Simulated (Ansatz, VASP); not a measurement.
# One calculation of FeMo, two programs

INCAR

```
PREC = Accurate ; ENCUT = 600
EDIFF = 1E-6 ; ISMEAR = 0
SIGMA = 0.1 ; LREAL = F
LASPH = T ; NELM = 100
ALGO = Normal ; ISIF = 3
LWAVE = F ; LCHARG = F
GGA = PE ; IBRION = 2
NSW = 90 ; EDIFFG = -0.04
```

File KPOINTS:

```
Automatic mesh
0
Gamma
  6 6 6
```

Contents of POSCAR:

```
FeMo
1.0
    0.0000000000      2.3516386945      2.3516386945
    2.3516386945      0.0000000000      2.3516386945
    2.3516386945      2.3516386945      0.0000000000
Fe Mo
1 1
Direct
    0.0000000000      0.0000000000      0.0000000000
    0.5000000000      0.5000000000      0.5000000000
```

Input for Ansatz:

```yaml
crystal:
  lattice:
    - [0.0, 2.3516386945, 2.3516386945]
    - [2.3516386945, 0.0, 2.3516386945]
    - [2.3516386945, 2.3516386945, 0.0]
  atoms:
    - { symbol: Fe, position: [0.0, 0.0, 0.0] }
    - { symbol: Mo, position: [0.5, 0.5, 0.5] }
basis:
  ecutwfc: 420
kpoints:
  mp_grid: { grid: [6, 6, 6] }
hamiltonian:
  xc: pbe
scf:
  occupations: { method: gaussian, width: 0.1 }
  lower_state_search: "off"
output:
  forces: true
  stress: true
  eigenvalues: true
relax:
  adjacent_minimum: "off"
  f_tol: 0.04
  max_steps: 70
  cell: { stress_tol: 0.4 }
```

Alike in both runs: task relaxation of cell and atoms; functional PBE; k mesh 6 × 6 × 6; occupations gaussian, width 0.1 eV; no spin polarisation.

|  | VASP | Ansatz |
| --- | --- | --- |
| version | VASP 6.6.1 | Ansatz 0.2.0 |
| potentials or method | VASP PAW PBE potentials, release 64 (Fe, Mo_sv), cutoff 600 eV | scalar-relativistic, plane waves, PAW |
| valence electrons in the cell | 22 | 30 |

VASP gave:

```
gap on the k mesh at the Fermi level, each at its own relaxed structure (eV) : none
relaxed volume (Å³/atom)                                                     : 14.19
relaxed length of the cell vector where the two differ most in proportion (Å)              : 3.424
```

Problem. Which values does Ansatz return?

Solution. gap on the k mesh at the Fermi level, each at its own relaxed structure (eV): none; relaxed volume (Å³/atom): 14.17; relaxed length of the cell vector where the two differ most in proportion (Å): 3.423.

A gap of «none» marks a metal or a gap that the smearing closes. VASP's potentials hold 22 valence electrons a cell and Ansatz's 30, so a difference there can come from the potentials and not from the codes.

The k mesh is coarse, so the values compare programs but aren't converged.
